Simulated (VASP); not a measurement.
# PbS (R3m) in VASP: further runs

PbS is run at these levels: PBE; tasks: single point.

All numbers are computed with VASP 6.6.1; they aren't measurements. Logs are shortened: lines on timing, memory, paths and dates and some standing lists are left out, and cuts for length are marked.

## (1) The cell of the first run

Symmetry: R3m, No. 160, trigonal system. Conventional cell: a = 4.193 Å, b = 4.193 Å, c = 10.271 Å, α = 90.00°, β = 90.00°, γ = 120.00°. Within 3.8 Å of Pb (site symmetry 3m) lie 6 S at 2.91 to 3.02 Å. Within 3.8 Å of S (site symmetry 3m) lie 6 Pb at 2.91 to 3.02 Å.

## (2) Single point, PBE (all S atoms moved -0.100 Å, as atom 2 along Cartesian [1 1 1])

INCAR reads:

```
PREC = Accurate ; ENCUT = 520
EDIFF = 1E-7 ; ISMEAR = 0
SIGMA = 0.03 ; LREAL = False
LASPH = True ; NELM = 100
ALGO = Normal ; ISIF = 2
LWAVE = False ; LCHARG = False
GGA = PE ; NBANDS = 17
```

KPOINTS reads:

```
Automatic mesh
0
Gamma
  10 10 10
```

POSCAR reads:

```
PbS
1.0
    0.0000000000      2.9650000000      2.9650000000
    2.9650000000      0.0000000000      2.9650000000
    2.9650000000      2.9650000000      0.0000000000
Pb S
1 1
Direct
    0.0000000000      0.0000000000      0.0000000000
    0.4902639078      0.4902639078      0.4902639078
```

Potentials or basis: VASP PAW PBE potentials, release 64 (Pb_d, S).

The run is started by

```
$ cat potpaw_PBE.64/Pb_d/POTCAR potpaw_PBE.64/S/POTCAR > POTCAR
$ mpirun -np 1 vasp_std > vasp.out
```

OUTCAR:

```text
PREC = Accurate
   ENCUT = 520
   EDIFF = 1E-7
   ISMEAR = 0
   LREAL = False
   LASPH = True
   NELM = 100
   ISIF = 2
   GGA = PE

 ion  position               nearest neighbor table
   1  0.000  0.000  0.000-   2 2.91   2 2.91   2 2.91   2 3.02   2 3.02   2 3.02
   2  0.490  0.490  0.490-   1 2.91   1 2.91   1 2.91   1 3.02   1 3.02   1 3.02

  LATTYP: Found a face centered cubic cell.
 ALAT       =     5.9300000000

  Lattice vectors:

 A1 = (   0.0000000000,   2.9650000000,   2.9650000000)
 A2 = (   2.9650000000,   0.0000000000,   2.9650000000)
 A3 = (   2.9650000000,   2.9650000000,   0.0000000000)

Analysis of symmetry for initial positions (statically):
=====================================================================
 Subroutine PRICEL returns:
 Original cell was already a primitive cell.

 Routine SETGRP: Setting up the symmetry group for a
 face centered cubic supercell.

 Subroutine GETGRP returns: Found  6 space group operations
 (whereof  6 operations were pure point group operations)
 out of a pool of 48 trial point group operations.

The static configuration has the point symmetry C_3v.

Analysis of symmetry for dynamics (positions and initial velocities):
=====================================================================
 Subroutine PRICEL returns:
 Original cell was already a primitive cell.

 Routine SETGRP: Setting up the symmetry group for a
 face centered cubic supercell.

 Subroutine GETGRP returns: Found  6 space group operations
 (whereof  6 operations were pure point group operations)
 out of a pool of 48 trial point group operations.

The dynamic configuration has the point symmetry C_3v.

 Subroutine INISYM returns: Found  6 space group operations
 (whereof  6 operations are pure point group operations),
 and found     1 'primitive' translations

----------------------------------------------------------------------------------------

                                     Primitive cell

  volume of cell :      52.1320

  direct lattice vectors                    reciprocal lattice vectors
     0.000000000  2.965000000  2.965000000    -0.168634064  0.168634064  0.168634064
     2.965000000  0.000000000  2.965000000     0.168634064 -0.168634064  0.168634064
     2.965000000  2.965000000  0.000000000     0.168634064  0.168634064 -0.168634064

  length of vectors
     4.193143212  4.193143212  4.193143212     0.292082767  0.292082767  0.292082767

  position of ions in fractional coordinates (direct lattice)
     0.000000000  0.000000000  0.000000000
     0.490263908  0.490263908  0.490263908

  ion indices of the primitive-cell ions
   primitive index   ion index
                 1           1
                 2           2

----------------------------------------------------------------------------------------

 KPOINTS: Automatic mesh

Automatic generation of k-mesh.
 Grid dimensions read from file:
 generate k-points for:   10   10   10

 Generating k-lattice:

  Cartesian coordinates                     Fractional coordinates (reciprocal lattice)
    -0.016863406  0.016863406  0.016863406     0.100000000  0.000000000  0.000000000
     0.016863406 -0.016863406  0.016863406     0.000000000  0.100000000  0.000000000
     0.016863406  0.016863406 -0.016863406     0.000000000  0.000000000  0.100000000

  Length of vectors
     0.029208277  0.029208277  0.029208277

  Shift w.r.t. Gamma in fractional coordinates (k-lattice)
     0.000000000  0.000000000  0.000000000

 Subroutine IBZKPT returns following result:
 ===========================================

 Found    116 irreducible k-points:

 Following reciprocal coordinates:
            Coordinates               Weight
  0.000000  0.000000  0.000000      1.000000
  0.100000  0.000000  0.000000      6.000000
  0.100000  0.100000  0.100000      2.000000
  0.200000  0.000000  0.000000      6.000000
  0.200000  0.200000  0.200000      2.000000
  0.300000  0.000000  0.000000      6.000000
[... 16 lines left out ...]
  0.100000  0.100000 -0.400000      6.000000
  0.500000  0.400000  0.500000      6.000000
 [... further k-points ...]
   k-points           NKPTS =    116   k-points in BZ     NKDIM =    116   number of bands    NBANDS=     17
   number of dos      NEDOS =    301   number of ions     NIONS =      2
   total plane-waves  NPLWV =  32768
   dimension x,y,z NGX =    32 NGY =   32 NGZ =   32
   dimension x,y,z NGXF=    64 NGYF=   64 NGZF=   64
   ions per type =               1   1
   NGX,Y,Z   is equivalent  to a cutoff of  12.69, 12.69, 12.69 a.u.
   NGXF,Y,Z  is equivalent  to a cutoff of  25.37, 25.37, 25.37 a.u.
 SYSTEM =  unknown system
   PREC   = accura    normal or accurate (medium, high low for compatibility)
   ISTART =      0    job   : 0-new  1-cont  2-samecut
   ICHARG =      2    charge: 1-file 2-atom 10-const
   ISPIN  =      1    spin polarized calculation?
   LNONCOLLINEAR =      F non collinear calculations
   LSORBIT =      F    spin-orbit coupling
   LASPH  =      T    aspherical Exc in radial PAW
   ENCUT  =  520.0 eV  38.22 Ry    6.18 a.u.   7.80  7.80  7.80*2*pi/ulx,y,z
   NELM   =    100;   NELMIN=  2; NELMDL= -5     # of ELM steps
   EDIFF  = 0.1E-06   stopping-criterion for ELM
   LREAL  =      F    real-space projection
   EDIFFG = 0.1E-05   stopping-criterion for IOM
   NSW    =      0    number of steps for IOM
   IBRION =     -1    ionic relax: 0-MD 1-quasi-New 2-CG
   NFREE  =      0    steps in history (QN), initial steepest desc. (CG)
   ISIF   =      2    stress and relaxation
   ISYM   =      2    0-nonsym 1-usesym 2-fastsym
   POTIM  = 0.5000    time-step for ionic-motion
   TEBEG  =    0.0;   TEEND  =   0.0 temperature during run
   PSTRESS=    0.0 pullay stress
   NELECT =      20.0000    total number of electrons
   NUPDOWN=      -1.0000    fix difference up-down
   EMIN   =  10.00;   EMAX   =-10.00  energy-range for DOS
   EFERMI =   0.00;   METHOD = LEGACY
   ISMEAR =     0;   SIGMA  =   0.03  broadening in eV -4-tet -1-fermi 0-gaus
   EFERMI_NEDOS =   21; number of points for ismear=-14 and -15
   IALGO  =     38    algorithm
   IMIX   =      4    mixing-type and parameters
     AMIX     =   0.40;   BMIX     =  1.00
     AMIX_MAG =   1.60;   BMIX_MAG =  1.00
  volume/ion in A,a.u.               =      26.07       175.90
  Fermi-wavevector in a.u.,A,eV,Ry     =   1.189552  2.247928 19.252709  1.415034
  Thomas-Fermi vector in A             =   2.325657
   LORBIT       =      0    0 simple, 1 ext, 2 COOP (PROOUT), +10 PAW based schemes
   GGA     = PE    functional components
   LHFCALC =     F    Hartree Fock is set to
   AEXX    =    0.0000 exact exchange contribution
   IVDW    =     0    specifies the selected vdW correction
   LEPSILON=     F    determine dielectric tensor
   LRPA    =     F    only Hartree local field effects (RPA)
 non-spin polarized calculation
 Gauss-broadening in eV      SIGMA  =   0.03
  energy-cutoff  :      520.00
  volume of cell :       52.13
 maximum number of plane-waves:      1422
   NGX = 15   NGY = 15   NGZ = 15

 number of electron      19.9999999 magnetization

 Free energy of the ion-electron system (eV)
  ---------------------------------------------------
  ext. energy  EPLUGINS =         0.00000000
  ---------------------------------------------------
  free energy    TOTEN  =        -8.75191194 eV

  energy without entropy =       -8.75191194  energy(sigma->0) =       -8.75191194

 E-fermi :   5.9598     XC(G=0):  -9.6836

 val. band max:        5.8153370799   @ k =   0.5000   0.0000   0.0000
 cond. band min:       6.2275260704   @ k =   0.5000   0.0000   0.0000
 fundamental gap:      0.4121889904
 Fermi energy:         5.9597982891

 k-point     1 :       0.0000    0.0000    0.0000
  band No.  band energies     occupation
      1     -10.9885      2.00000
      2     -10.9871      2.00000
      3     -10.9871      2.00000
      4     -10.9723      2.00000
      5     -10.9723      2.00000
      6      -7.7841      2.00000
[... 9 lines left out ...]
     16      12.6715      0.00000
     17      14.4917      0.00000

 k-point     2 :       0.1000    0.0000    0.0000
  band No.  band energies     occupation
      1     -10.9872      2.00000
      2     -10.9857      2.00000
      3     -10.9849      2.00000
      4     -10.9734      2.00000
      5     -10.9730      2.00000
      6      -7.6980      2.00000
[... 9 lines left out ...]
     16      12.8901      0.00000
     17      15.3202      0.00000

 k-point     3 :       0.1000    0.1000    0.1000
  band No.  band energies     occupation
      1     -10.9881      2.00000
      2     -10.9847      2.00000
      3     -10.9847      2.00000
      4     -10.9733      2.00000
      5     -10.9733      2.00000
      6      -7.6988      2.00000
[... 9 lines left out ...]
     16      12.8303      0.00000
     17      15.3275      0.00000

 k-point     4 :       0.2000    0.0000    0.0000
  band No.  band energies     occupation
      1     -10.9888      2.00000
      2     -10.9876      2.00000
      3     -10.9852      2.00000
      4     -10.9677      2.00000
      5     -10.9665      2.00000
      6      -7.4511      2.00000
[... 9 lines left out ...]
     16      13.4067      0.00000
     17      16.8844      0.00000
[... 343 lines left out ...]
      1     -11.0165      2.00000
      2     -11.0004      2.00000
      3     -10.9814      2.00000
      4     -10.9456      2.00000
      5     -10.9381      2.00000
      6      -6.5011      2.00000
[... 9 lines left out ...]
     16      16.0682      0.00000
     17      16.3764      0.00000

 k-point    23 :       0.1000    0.1000   -0.4000
  band No.  band energies     occupation
      1     -11.0169      2.00000
      2     -11.0000      2.00000
      3     -10.9814      2.00000
      4     -10.9467      2.00000
      5     -10.9371      2.00000
      6      -6.5010      2.00000
[... 9 lines left out ...]
     16      16.0369      0.00000
     17      16.3548      0.00000

 k-point    24 :       0.5000    0.4000    0.5000
  band No.  band energies     occupation
      1     -11.0151      2.00000
      2     -10.9995      2.00000
      3     -10.9830      2.00000
      4     -10.9458      2.00000
      5     -10.9378      2.00000
      6      -6.5178      2.00000
[... 9 lines left out ...]
     16      16.0630      0.00000
     17      16.4173      0.00000

 [... further k-points ...]

------------------------ aborting loop because EDIFF is reached ----------------------------------------

  FORCE on cell =-STRESS in cart. coord.  units (eV):
  Direction    XX          YY          ZZ          XY          YZ          ZX
  --------------------------------------------------------------------------------------
  -------------------------------------------------------------------------------------
  Total        0.7679241      0.7679241      0.7679241      0.0107811      0.0107811      0.0107811
  in kB       23.6006937     23.6006937     23.6006937      0.3313352      0.3313352      0.3313352
  external PRESSURE =      23.6006937 kB  Pullay stress =       0.0000000 kB

 VOLUME and BASIS-vectors are now :
 -----------------------------------------------------------------------------
  energy-cutoff  :      520.00
  volume of cell :       52.13
      direct lattice vectors                 reciprocal lattice vectors
     0.000000000  2.965000000  2.965000000    -0.168634064  0.168634064  0.168634064
     2.965000000  0.000000000  2.965000000     0.168634064 -0.168634064  0.168634064
     2.965000000  2.965000000  0.000000000     0.168634064  0.168634064 -0.168634064

 POSITION                                       TOTAL-FORCE (eV/Angst)
 -----------------------------------------------------------------------------------
      0.00000      0.00000      0.00000        -0.038930     -0.038930     -0.038930
      2.90726      2.90726      2.90726         0.038930      0.038930      0.038930
 -----------------------------------------------------------------------------------
    total drift:                               -0.000003     -0.000003     -0.000003

  FREE ENERGIE OF THE ION-ELECTRON SYSTEM (eV)
  ---------------------------------------------------
  free  energy   TOTEN  =        -8.7519119377 eV

  energy  without entropy=       -8.7519119377  energy(sigma->0) =       -8.75191194
```

Run time: 2.6 min. Hardware: 1 thread of Intel Xeon 8259CL, shared host; peak memory 0.24 GiB.

Results:

```
Free energy            : -8.7519 eV
Pressure               : 2.4 GPa
Largest force          : 0.067 eV/Å
Band gap on the k mesh : 0.41 eV
```

Forces on the atoms (eV/Å):
```
Pb  -0.039 -0.039 -0.039
S    0.039  0.039  0.039
```

Levels at points of the mesh, in eV from the valence-band top:
```csv
k point,band 6,band 7,band 8,band 9,band 10,band 11,band 12,band 13,band 14,band 15
"(0.00, 0.00, 0.00)",-13.60,-6.01,-2.17,-2.17,-2.15,5.12,5.21,5.21,6.77,6.77
"(0.50, 0.00, 0.00)",-12.35,-8.84,-1.80,-1.79,0.00,0.41,2.01,2.02,8.66,10.12
"(0.50, 0.50, 0.50)",-12.37,-8.80,-1.79,-1.79,-0.11,0.50,1.99,1.99,8.64,10.15
"(0.50, 0.50, 0.00)",-11.92,-7.21,-5.16,-3.44,-3.41,3.81,5.60,5.72,5.78,11.18
```

Caveat: the cell differs from its parent crystal (all S atoms moved -0.100 Å, as atom 2 along Cartesian [1 1 1]); spin-orbit coupling is left out, which moves the levels of the heavy elements.

## (3) Single point, PBE (all S atoms moved +0.075 Å, as atom 2 along Cartesian [1 1 1])

INCAR reads:

```
SYSTEM = PbS
ALGO = Normal
EDIFF = 1E-6
ENCUT = 520
GGA = PE
ISIF = 2
ISMEAR = 0
LASPH = .True.
LCHARG = .True.
LELF = .True.
LREAL = .False.
LVHAR = .True.
LWAVE = .False.
NBANDS = 17
NELM = 80
PREC = Accurate
SIGMA = 0.03
```

KPOINTS reads:

```
k-points
0
Gamma
  10 10 10
  0 0 0
```

Edit POSCAR of step 2 so:

```diff
@@ -9,2 +9,2 @@
     0.0000000000      0.0000000000      0.0000000000
-    0.4902639078      0.4902639078      0.4902639078
+    0.5073020692      0.5073020692      0.5073020692
```

Potentials or basis: VASP PAW PBE potentials, release 64 (Pb_d, S).

The run is started by

```
$ cat potpaw_PBE.64/Pb_d/POTCAR potpaw_PBE.64/S/POTCAR > POTCAR
$ mpirun -np 1 vasp_std > vasp.out
```

Wall time 3.3 min (1 thread of Intel Xeon 8259CL, shared host); peak memory 0.24 GiB.

Results (log left out):

```yaml
Free_energy: -8.7533 eV
Pressure: 2.3 GPa
Largest_force: 0.047 eV/Å
Band_gap_on_the_k_mesh: 0.39 eV
```

Forces on the atoms (eV/Å):
```
Pb   0.027  0.027  0.027
S   -0.027 -0.027 -0.027
```

Levels at points of the mesh, in eV from the valence-band top:
| k point | band 6 | band 7 | band 8 | band 9 | band 10 | band 11 | band 12 | band 13 | band 14 | band 15 |
| --- | --- | --- | --- | --- | --- | --- | --- | --- | --- | --- |
| (0.00, 0.00, 0.00) | -13.60 | -6.02 | -2.17 | -2.17 | -2.16 | 5.16 | 5.21 | 5.21 | 6.75 | 6.75 |
| (0.50, 0.00, 0.00) | -12.36 | -8.84 | -1.79 | -1.79 | 0.00 | 0.39 | 1.99 | 1.99 | 8.66 | 10.12 |
| (0.50, 0.50, 0.50) | -12.37 | -8.82 | -1.79 | -1.79 | -0.07 | 0.45 | 1.98 | 1.98 | 8.65 | 10.14 |
| (0.50, 0.50, 0.00) | -11.92 | -7.21 | -5.18 | -3.44 | -3.43 | 3.83 | 5.59 | 5.70 | 5.74 | 11.17 |

Caveat: the cell differs from its parent crystal (all S atoms moved +0.075 Å, as atom 2 along Cartesian [1 1 1]); spin-orbit coupling is left out, which moves the levels of the heavy elements.

## (4) Single point, PBE

INCAR reads:

```
PREC     = Accurate       # precision mode
ENCUT    = 520            # plane-wave cutoff, eV
EDIFF    = 1E-6           # SCF threshold, eV
ISMEAR   = 0              # smearing method
SIGMA    = 0.03           # smearing width, eV
LREAL    = False          # projectors in reciprocal space
LASPH    = True           # aspherical terms in the spheres
NELM     = 100            # most SCF steps
ALGO     = Normal         # electronic algorithm
ISIF     = 2              # what is computed and relaxed
LWAVE    = False          # write WAVECAR
LCHARG   = False          # write CHGCAR
GGA      = PE             # functional
NBANDS   = 17             # bands
```

KPOINTS reads:

```
regular mesh
0
Gamma
  10 10 10
```

Edit POSCAR of step 3 so:

```diff
@@ -9,2 +9,2 @@
     0.0000000000      0.0000000000      0.0000000000
-    0.5073020692      0.5073020692      0.5073020692
+    0.4951319539      0.4951319539      0.4951319539
```

The run is started by

```
$ cat potpaw_PBE.64/Pb_d/POTCAR potpaw_PBE.64/S/POTCAR > POTCAR
$ mpirun -np 1 vasp_std > vasp.out
```

Run time: 3.1 min. Hardware: 1 thread of Intel Xeon 8259CL, shared host; peak memory 0.24 GiB.

Results (log left out):

* Free energy: -8.7543 eV
* Pressure: 2.2 GPa
* Largest force: 0.030 eV/Å
* Band gap on the k mesh: 0.37 eV

Forces in eV/Å, atoms in the order of the input:
```
Pb  -0.017 -0.017 -0.017
S    0.017  0.017  0.017
```

Levels at points of the mesh, in eV from the valence-band top:
```
           k point  band 6  band 7  band 8  band 9  band 10  band 11  band 12  band 13  band 14  band 15
(0.00, 0.00, 0.00)  -13.60   -6.03   -2.18   -2.18    -2.17     5.19     5.21     5.21     6.74     6.74
(0.50, 0.00, 0.00)  -12.36   -8.85   -1.79   -1.79     0.00     0.37     1.97     1.97     8.66    10.12
(0.50, 0.50, 0.50)  -12.36   -8.84   -1.79   -1.79    -0.03     0.40     1.97     1.97     8.66    10.13
(0.50, 0.50, 0.00)  -11.93   -7.21   -5.19   -3.45    -3.44     3.85     5.58     5.69     5.71    11.17
```

Caveat: spin-orbit coupling is left out, which moves the levels of the heavy elements. A k mesh can miss the band edges.

## (5) Single point, PBE

INCAR reads:

```
PREC = Accurate ; ENCUT = 520
EDIFF = 1E-6 ; ISMEAR = 0
SIGMA = 0.03 ; LREAL = False
LASPH = True ; NELM = 60
ALGO = Normal ; ISIF = 2
LWAVE = False ; LCHARG = False
GGA = PE ; NBANDS = 17
```

KPOINTS reads:

```
Automatic mesh
0
Gamma
  10 10 10
```

Edit POSCAR of step 4 so:

```diff
@@ -9,2 +9,2 @@
     0.0000000000      0.0000000000      0.0000000000
-    0.4951319539      0.4951319539      0.4951319539
+    0.5024340231      0.5024340231      0.5024340231
```

The run is started by

```
$ cat potpaw_PBE.64/Pb_d/POTCAR potpaw_PBE.64/S/POTCAR > POTCAR
$ mpirun -np 1 vasp_std > vasp.out
```

It took 1.8 min on 1 thread of Intel Xeon 8259CL, shared host; peak memory 0.24 GiB.

It converged, with:

```yaml
Free_energy: -8.7548 eV
Pressure: 2.2 GPa
Largest_force: 0.014 eV/Å
Band_gap_on_the_k_mesh: 0.36 eV
```

Forces on the atoms (eV/Å):
```
Pb   0.008  0.008  0.008
S   -0.008 -0.008 -0.008
```

Levels at points of the mesh, in eV from the valence-band top:
| k point | band 8 | band 9 | band 10 | band 11 | band 12 | band 13 |
| --- | --- | --- | --- | --- | --- | --- |
| (0.00, 0.00, 0.00) | -2.18 | -2.18 | -2.18 | 5.21 | 5.21 | 5.21 |
| (0.50, 0.00, 0.00) | -1.79 | -1.79 | 0.00 | 0.36 | 1.96 | 1.96 |
| (0.50, 0.50, 0.50) | -1.79 | -1.79 | -0.01 | 0.37 | 1.96 | 1.96 |
| (0.50, 0.50, 0.00) | -5.20 | -3.45 | -3.45 | 3.86 | 5.58 | 5.69 |

Caveat: spin-orbit coupling is left out, which moves the levels of the heavy elements.

## (6) The runs side by side

```tsv
cell	gap on the mesh (eV)	pressure (GPa)	largest force (eV/Å)
as given, atomic positions A	0.41	2.4	0.07
as given, atomic positions B	0.39	2.3	0.05
as given, atomic positions C	0.37	2.2	0.03
as given, atomic positions D	0.36	2.2	0.01
```

Alike in all rows: task single point; level PBE; potentials or basis VASP PAW PBE potentials, release 64 (Pb_d, S); no spin polarisation; k mesh 10 × 10 × 10; cutoff (eV) 520; smearing gaussian 0.03 eV.

Caveats: spin-orbit coupling is left out, which moves the levels of the heavy elements.

Total energies depend on the potentials used, so only differences within one code and one set of settings carry meaning.
